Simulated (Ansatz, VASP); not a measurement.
# Two plane-wave programs on InReS4

File INCAR:

```
SYSTEM = InReS4
PREC     = Accurate       ! precision mode
ENCUT    = 600            ! plane-wave cutoff, eV
EDIFF    = 1E-7           ! SCF threshold, eV
ISMEAR   = 0              ! smearing method
SIGMA    = 0.1            ! smearing width, eV
LREAL    = .FALSE.        ! projectors in reciprocal space
LASPH    = .TRUE.         ! aspherical terms in the spheres
NELM     = 150            ! most SCF steps
ALGO     = Normal         ! electronic algorithm
ISIF     = 3              ! what is computed and relaxed
LWAVE    = .FALSE.        ! write WAVECAR
LCHARG   = .FALSE.        ! write CHGCAR
ISPIN    = 2              ! spin polarisation
MAGMOM   = 0 1 0 0 0 0    ! initial moments
LORBIT   = 11             ! projections on sites
LMAXMIX  = 4              ! l up to which the mixer works
GGA      = PE             ! functional
IBRION   = 2              ! ionic algorithm
NSW      = 90             ! ionic steps
EDIFFG   = -0.04          ! ionic threshold
```

Contents of KPOINTS:

```
Automatic mesh
0
G
  3 3 4
  0 0 0
```

File POSCAR:

```
InReS4
1.0
    5.9695916600      0.0000000000      0.0000000000
   -2.9847958300      5.1698180300      0.0000000000
    0.0000000000      0.0000000000      4.5237088500
In Re S
1 1 4
Direct
    0.0000000000      0.0000000000      0.0000000000
    0.6666666700      0.3333333300      0.0000000000
    0.3333333300      0.6666666700      0.0000000000
    0.6641746600      0.8320873300      0.5000000000
    0.1679126700      0.8320873300      0.5000000000
    0.1679126700      0.3358253400      0.5000000000
```

Input for Ansatz:

```yaml
crystal:
  lattice:
    - [5.96959166, 0.0, 0.0]
    - [-2.98479583, 5.16981803, 0.0]
    - [0.0, 0.0, 4.52370885]
  atoms:
    - { symbol: In, position: [0.0, 0.0, 0.0] }
    - { symbol: Re, position: [0.66666667, 0.33333333, 0.0], spin: 1.0 }
    - { symbol: S, position: [0.33333333, 0.66666667, 0.0] }
    - { symbol: S, position: [0.66417466, 0.83208733, 0.5] }
    - { symbol: S, position: [0.16791267, 0.83208733, 0.5] }
    - { symbol: S, position: [0.16791267, 0.33582534, 0.5] }
basis:
  ecutwfc: 420
kpoints:
  mp_grid: { grid: [3, 3, 4] }
hamiltonian:
  xc: pbe
scf:
  occupations: { method: gaussian, width: 0.1 }
  lower_state_search: "off"
output:
  forces: true
  stress: true
  eigenvalues: true
  populations: true
magnetization:
  spin_polarized: true
relax:
  adjacent_minimum: "off"
  f_tol: 0.04
  max_steps: 70
  cell: { stress_tol: 0.4 }
```

Change from the starting cell: species swapped into the SmAlCu4 type (P-6m2, No. 187).

Alike in both runs: task relaxation of cell and atoms; functional PBE; k mesh 3 × 3 × 4; occupations gaussian, width 0.1 eV; collinear spin.

|  | VASP | Ansatz |
| --- | --- | --- |
| version | VASP 6.6.1 | Ansatz 0.2.0 |
| potentials or method | VASP PAW PBE potentials, release 64 (In_d, Re, S), cutoff 600 eV | scalar-relativistic, plane waves, PAW |
| valence electrons in the cell | 44 | 52 |

Ansatz gave:

```
gap on the k mesh at the Fermi level, each at its own relaxed structure (eV)  : none
net moment per atom (μB)                                                      : 0.82
size of the moment on the site where the two differ most (μB)                 : 4.19
relaxed volume (Å³/atom)                                                      : 22.21
relaxed length of the cell vector where the two differ most in proportion (Å) : 6.809
```

Question: What did VASP give for the same quantities?

Answer: gap on the k mesh at the Fermi level, each at its own relaxed structure (eV): none; net moment per atom (μB): 0.82; size of the moment on the site where the two differ most (μB): 4.13; relaxed volume (Å³/atom): 22.31; relaxed length of the cell vector where the two differ most in proportion (Å): 6.830.

Site moments also hang on the region over which each program counts them. A gap of «none» marks a metal or a gap that the smearing closes. VASP's potentials hold 44 valence electrons a cell and Ansatz's 52, so a difference there can come from the potentials and not from the codes.

The k mesh is coarse, so the values compare programs but aren't converged. Spin-orbit coupling is off throughout.
